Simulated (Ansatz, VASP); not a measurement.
## MoH2: VASP beside Ansatz

```
H Mo
1.0
     0.00000    3.23441    3.23441
     3.23441    0.00000    3.23441
     3.23441    3.23441    0.00000
H Mo
4 2
Direct
  0.62500 0.12500 0.12500
  0.12500 0.12500 0.62500
  0.12500 0.62500 0.12500
  0.12500 0.12500 0.12500
  0.50000 0.50000 0.50000
  0.75000 0.75000 0.75000
```

Change from the starting cell: species swapped into the TbFe2 type (Fd-3m, No. 227).

Alike in both runs: task relaxation of cell and atoms; functional PBE; k mesh 6 × 6 × 6; occupations gaussian, width 0.1 eV; no spin polarisation.

|  | VASP | Ansatz |
| --- | --- | --- |
| version | VASP 6.6.1 | Ansatz 0.2.0 |
| potentials or method | VASP PAW PBE potentials, release 64 (H, Mo_sv), cutoff 600 eV | scalar-relativistic, plane waves, PAW |
| valence electrons in the cell | 32 | 32 |

VASP gave:

| Item | Value |
| --- | --- |
| gap on the k mesh at the Fermi level, each at its own relaxed structure (eV) | none |
| relaxed volume (Å³/atom) | 8.01 |
| relaxed length of the cell vector where the two differ most in proportion (Å) | 4.082 |

Question: Which values does Ansatz return?

Answer: gap on the k mesh at the Fermi level, each at its own relaxed structure (eV): none; relaxed volume (Å³/atom): 7.99; relaxed length of the cell vector where the two differ most in proportion (Å): 4.078.

A gap of «none» marks a metal or a gap that the smearing closes.

Noted on VASP's run: the volume moved by over 15 % at a fixed basis, so the end points are rough.
